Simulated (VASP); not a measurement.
A run of VASP 6.6.1 is set up as follows.

Contents of INCAR:

```
  PREC = Accurate
  ENCUT = 910
  EDIFF = 1E-6
  ISMEAR = 0
  SIGMA = 0.01
  LREAL = False
  LASPH = True
  NELM = 120
  ALGO = Normal
  ISIF = 2
  LWAVE = False
  LCHARG = False
  GGA = CA
  NBANDS = 26
  GGA_COMPAT = False
```

File KPOINTS:

```
Automatic mesh
0
Gamma
  9 9 6
```

Contents of POSCAR:

```
GaN
1.0
    3.1736400000      0.0000000000      0.0000000000
   -1.5868200000      2.7484528624      0.0000000000
    0.0000000000      0.0000000000      5.1714759600
Ga N
2 2
Direct
    0.3333333333      0.6666666667     -0.0007839518
    0.6666666667      0.3333333333      0.4992160482
    0.3333333333      0.6666666667      0.3757839518
    0.6666666667      0.3333333333      0.8757839518
```

Potentials or basis: VASP PAW LDA potentials, release 64 (Ga_d, N_h).

Launch:

```console
$ cat potpaw_LDA.64/Ga_d/POTCAR potpaw_LDA.64/N_h/POTCAR > POTCAR
$ mpirun -np 1 vasp_std > vasp.out
```

Task: What does it give for the pressure?

Result: -2.8 GPa.

Task: What does it give for the band gap on the k mesh?

Result: 2.01 eV.

Stress tensor (GPa, compression positive):
```
-2.81  0.00  0.00
 0.00 -2.81  0.00
 0.00  0.00 -2.71
```

Caveat: the cutoff is under 1.25 times the usual one of these potentials, so pressure, stress and relaxed cells hold a basis-set (Pulay) error. A hybrid or GW would open this gap; LDA tends to underestimate it.
